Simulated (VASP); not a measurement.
Here is a VASP 6.6.1 calculation.

File INCAR:

```
SYSTEM = Na
PREC = Accurate
ENCUT = 520
EDIFF = 1E-6
ISMEAR = -1
SIGMA = 0.05
LREAL = .FALSE.
LASPH = .TRUE.
NELM = 100
ALGO = Normal
ISIF = 2
LWAVE = .FALSE.
LCHARG = .FALSE.
GGA = PS
NBANDS = 10
```

File KPOINTS:

```
Automatic mesh
0
G
  12 12 12
  0 0 0
```

The input POSCAR:

```
Na
1.0
   -2.1040267987      2.1040267987      2.1040267987
    2.1040267987     -2.1040267987      2.1040267987
    2.1040267987      2.1040267987     -2.1040267987
Na
1
Direct
    0.0000000000      0.0000000000      0.0000000000
```

Potentials or basis: VASP PAW PBE potentials, release 64 (Na_pv).

Launch:

```bash
$ cat potpaw_PBE.64/Na_pv/POTCAR > POTCAR
$ mpirun -np 1 vasp_std > vasp.out
```

Question: What does it give for the pressure?

Answer: -0.2 GPa.

Caveat: the PAW data sets were made with another functional, which shifts forces and pressure a little.
